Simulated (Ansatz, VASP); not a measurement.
# Two plane-wave programs on Ni

```
Ni
1.0
     0.00000    1.80750    1.80750
     1.80750    0.00000    1.80750
     3.61500    3.61500    0.00000
Ni
2
Direct
  0.00000 0.00000 0.00000
  0.00000 0.00000 0.50000
```

Alike in both runs: task single point; functional PBE; k mesh 14 × 14 × 7; occupations fermi-dirac, width 0.1 eV; no spin polarisation.

|  | VASP | Ansatz |
| --- | --- | --- |
| version | VASP 6.6.1 | Ansatz 0.2.0 |
| potentials or method | VASP PAW PBE potentials, release 64 (Ni), cutoff 520 eV | PAW, plane waves, scalar-relativistic |
| valence electrons in the cell | 20 | 36 |

VASP gave:

```
pressure (GPa) : -13.5
```

Problem. What did Ansatz give for the same quantities?

Solution. Pressure (GPa): -13.8.

The functional is the same, so the differences come from potentials, cutoffs and numerics. VASP's potentials hold 20 valence electrons a cell and Ansatz's 36, so a difference there can come from the potentials and not from the codes.
